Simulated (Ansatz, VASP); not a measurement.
**Two plane-wave programs on RbBr**

```xyz
2
Lattice="0.0000 3.4270 3.4270 3.4270 0.0000 3.4270 3.4270 3.4270 0.0000" Properties=species:S:1:pos:R:3 pbc="T T T"
Rb    0.0000    0.0000    0.0000
Br    3.4270    3.4270    3.4270
```

Alike in both runs: task relaxation of cell and atoms; functional r2SCAN; k mesh 8 × 8 × 8; occupations fermi-dirac, width 0.02 eV; no spin polarisation.

|  | VASP | Ansatz |
| --- | --- | --- |
| version | VASP 6.6.1 | Ansatz 0.2.0 |
| potentials or method | VASP PAW PBE potentials, release 64 (Rb_sv, Br), cutoff 600 eV | PAW plane waves |
| valence electrons in the cell | 16 | 16 |

Ansatz gave:

| Quantity | Value |
| --- | --- |
| gap on the k mesh at the Fermi level, each at its own relaxed structure (eV) | 4.89 |
| relaxed volume (Å³/atom) | 41.49 |
| relaxed cell length with the largest relative difference (Å) | 4.896 |

**Question.** Estimate VASP's values.

**Answer.** gap on the k mesh at the Fermi level, each at its own relaxed structure (eV): 4.88; relaxed volume (Å³/atom): 41.62; relaxed cell length with the largest relative difference (Å): 4.901.

VASP's potentials were made for PBE, not for r2SCAN.
